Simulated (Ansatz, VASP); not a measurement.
## Two plane-wave programs on Pd

INCAR

```
SYSTEM = Pd
  PREC = Accurate
  ENCUT = 520
  EDIFF = 1E-6
  ISMEAR = -1
  SIGMA = 1.0
  LREAL = .FALSE.
  LASPH = .TRUE.
  NELM = 150
  ALGO = Normal
  ISIF = 2
  LWAVE = .FALSE.
  LCHARG = .FALSE.
  ISPIN = 2
  MAGMOM = 0.288
  LORBIT = 11
  LMAXMIX = 4
  GGA = PE
  NBANDS = 15
```

Contents of KPOINTS:

```
regular mesh
0
G
  14 14 14
  0 0 0
```

The input POSCAR:

```
Pd
1.0
    0.0000000000      1.9737080107      1.9737080107
    1.9737080107      0.0000000000      1.9737080107
    1.9737080107      1.9737080107      0.0000000000
Pd
1
Direct
    0.0000000000      0.0000000000      0.0000000000
```

Input for Ansatz:

```yaml
crystal:
  lattice:
    - [0.0, 1.9737080107, 1.9737080107]
    - [1.9737080107, 0.0, 1.9737080107]
    - [1.9737080107, 1.9737080107, 0.0]
  atoms:
    - { symbol: Pd, position: [0.0, 0.0, 0.0], spin: 0.288 }
hamiltonian:
  xc: pbe
  pseudopotentials:
    kind: paw
    azcp:
      Pd: "pseudopotentials/Pd.paw.azcp"
basis:
  ecutwfc: 420
  fft_grid_basis: typed
kpoints:
  mp_grid: { grid: [14, 14, 14], shift: [0, 0, 0] }
magnetization:
  spin_polarized: true
scf:
  occupations: { method: fermi_dirac, width: 1.0 }
  lower_state_search: "off"
output:
  stress: true
  write_density: true
  write_potential: true
  elf: true
  volumetric_format: npy
```

Alike in both runs: task single point; functional PBE; k mesh 14 × 14 × 14; occupations fermi-dirac, width 1 eV; collinear spin.

|  | VASP | Ansatz |
| --- | --- | --- |
| version | VASP 6.6.1 | Ansatz 0.2.0 |
| potentials or method | VASP PAW PBE potentials, release 64 (Pd), cutoff 520 eV | plane waves (420 eV) with PAW, scalar-relativistic |
| valence electrons in the cell | 10 | 18 |

```csv
,VASP,Ansatz,Ansatz less VASP
pressure (GPa),12.8,13.1,+0.35
net moment per atom (μB),0.00,0.00,0.000
```

With one functional, cell and mesh, what is left measures potentials, basis and numerics. VASP's potentials hold 10 valence electrons a cell and Ansatz's 18, so a difference there can come from the potentials and not from the codes. Ansatz's warnings: seeded moment not kept.
